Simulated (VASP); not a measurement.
Input of a VASP 6.6.1 run:

INCAR

```
PREC = Accurate ; ENCUT = 570
EDIFF = 1E-7 ; ISMEAR = 0
SIGMA = 0.1 ; LREAL = False
LASPH = True ; NELM = 120
ALGO = Normal ; ISIF = 3
LWAVE = False ; LCHARG = False
GGA = PE ; IBRION = 2
NSW = 90 ; EDIFFG = -0.04
GGA_COMPAT = False ; NELMIN = 4
```

Contents of KPOINTS:

```
Automatic mesh
0
Gamma
  4 4 4
```

File POSCAR:

```
Si4GePt
1.0
    2.6087211200     -4.1876274000      0.0000000000
    2.6087211200      4.1876274000      0.0000000000
    0.0000000000      0.0000000000      4.1537170500
Si Ge Pt
4 1 1
Direct
    0.3380584700      0.6619415300      0.0000000000
    0.6619415300      0.3380584700      0.0000000000
    0.5000000000      0.0000000000      0.5000000000
    0.0000000000      0.5000000000      0.5000000000
    0.0000000000      0.0000000000      0.0000000000
    0.5000000000      0.5000000000      0.5000000000
```

Potentials or basis: VASP PAW PBE potentials, release 64 (Si, Ge_d, Pt_sv_GW).

The run is started by

```console
$ cat potpaw_PBE.64/Si/POTCAR potpaw_PBE.64/Ge_d/POTCAR potpaw_PBE.64/Pt_sv_GW/POTCAR > POTCAR
$ mpirun -np 1 vasp_std > vasp.out
```

(1) What does it give for the relaxed cell?

(2) Predict the band gap on the k mesh.

Answers

(1) a = 5.140 Å, b = 5.140 Å, c = 4.092 Å, α = 90.00°, β = 90.00°, γ = 110.32°.

(2) zero (bands 24 and 25 overlap by 2.68 eV).

Caveat: the k points lie up to 0.38 Å⁻¹ apart in the final cell, too coarse for converged energies and pressures of a metal; spin-orbit coupling is left out, which moves the levels of the heavy elements.
